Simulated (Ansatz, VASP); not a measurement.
**One calculation of MoS2, two programs**

The input INCAR:

```
PREC = Accurate
ENCUT = 520
EDIFF = 1E-7
ISMEAR = -1
SIGMA = 0.05
LREAL = F
LASPH = T
NELM = 100
ALGO = Normal
ISIF = 2
LWAVE = F
LCHARG = F
GGA = PS
NBANDS = 20
```

KPOINTS

```
Automatic mesh
0
Gamma
  13 13 13
```

The input POSCAR:

```
MoS2
1.0
    1.5656853532      0.9039488601      6.1233300000
   -1.5656853532      0.9039488601      6.1233300000
    0.0000000000     -1.8078977203      6.1233300000
Mo S
1 2
Direct
    0.0000000000      0.0000000000      0.0000000000
    0.7484000000      0.7484000000      0.7484000000
    0.5849000000      0.5849000000      0.5849000000
```

Input for Ansatz:

```yaml
crystal:
  lattice:
    - [1.5656853532, 0.9039488601, 6.12333]
    - [-1.5656853532, 0.9039488601, 6.12333]
    - [0.0, -1.8078977203, 6.12333]
  atoms:
    - { symbol: Mo, position: [0.0, 0.0, 0.0] }
    - { symbol: S, position: [0.7484, 0.7484, 0.7484] }
    - { symbol: S, position: [0.5849, 0.5849, 0.5849] }
kpoints:
  mp_grid: { grid: [13, 13, 13] }
  band_path:
    path:
      - [0.0, 0.0, 0.0]
      - [0.5, 0.5, 0.5]
      - [0.8188048214, 0.1811951786, 0.5]
      - [0.5, -0.1811951786, 0.1811951786]
      - [0.5, 0.0, 0.0]
      - [0.0, 0.0, 0.0]
      - [0.3405975893, -0.3405975893, 0.0]
      - [0.6594024107, 0.0, 0.3405975893]
      - [0.5, 0.0, 0.5]
    npoints: 5
scf:
  occupations: { method: fermi_dirac, width: 0.05 }
hamiltonian:
  xc: pbesol
  pseudopotentials: { kind: all_electron, lapw: { basis_error: 0.0005 } }
output:
  forces: true
  stress: true
  eigenvalues: true
```

Change from the starting cell: equal xx and yy strain of -1 %.

Alike in both runs: task single point; functional PBEsol; k mesh 13 × 13 × 13; occupations fermi-dirac, width 0.05 eV; no spin polarisation.

|  | VASP | Ansatz |
| --- | --- | --- |
| version | VASP 6.6.1 | Ansatz 0.2.0 |
| potentials or method | VASP PAW PBE potentials, release 64 (Mo_sv, S), cutoff 520 eV | all-electron LAPW, scalar-relativistic |

|  | VASP | Ansatz | Ansatz less VASP |
| --- | --- | --- | --- |
| pressure (GPa) | 7.6 | 7.7 | +0.05 |
| traceless stress, the component that is largest in VASP (GPa) | 4.25 | 4.27 | +0.018 |
| rms of the force components (eV/Å) | 0.593 | 0.594 | +0.0015 |

VASP's potentials were made for PBE, not for PBEsol. Atom by atom the forces differ by 0.001 eV/Å (rms over components). Ansatz ran all-electron here, and VASP with PAW potentials.
